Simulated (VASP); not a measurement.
AlV2C:

```
Al V C
1.0
     2.88760    0.00000    0.00000
    -1.44380    2.50073    0.00000
     0.00000    0.00000   13.10482
Al V C
2 4 2
Direct
  0.33333 0.66667 0.25000
  0.66667 0.33333 0.75000
  0.33333 0.66667 0.58638
  0.66667 0.33333 0.41362
  0.66667 0.33333 0.08638
  0.33333 0.66667 0.91362
  0.00000 0.00000 0.00000
  0.00000 0.00000 0.50000
```

| Item | Value |
| --- | --- |
| Program | VASP 6.6.1 |
| Task | relaxation of cell and atoms |
| Functional | PBE |
| Potentials or basis | VASP PAW PBE potentials, release 64 (Al, V_sv, C) |
| Cutoff | 600 eV |
| k mesh | 15 × 15 × 4 |
| Occupations | gaussian, width 0.1 eV |
| Spin | no spin polarisation |

At the start: pressure 2.2 GPa; volume 11.83 Å³/atom.

**Question.** How do energy, volume and symmetry change on relaxing?

**Answer.** Over 5 steps the energy falls by 2.4 meV/atom and the volume is 12.02 Å³/atom (+1.6 %); space group P6_3/mmc (No. 194, to 0.05 Å).

Step by step:
```csv
step,energy change (eV),largest force (eV/Å),pressure (GPa),volume (Å³)
1,0.0000,0.2252,2.20,94.63
2,-0.0124,0.2113,-1.83,96.87
3,-0.0148,0.2153,-0.72,96.22
4,-0.0184,0.0899,0.31,96.17
5,-0.0191,0.0005,0.00,96.18
```

Final structure:
```
CELL_PARAMETERS angstrom
2.90782 0.00000 0.00000
-1.45391 2.51825 0.00000
0.00000 0.00000 13.13499
ATOMIC_POSITIONS crystal
Al 0.33333 0.66667 0.25000
Al 0.66667 0.33333 0.75000
V 0.33333 0.66667 0.58509
V 0.66667 0.33333 0.41491
V 0.66667 0.33333 0.08509
V 0.33333 0.66667 0.91491
C 0.00000 0.00000 0.00000
C 0.00000 0.00000 0.50000
```
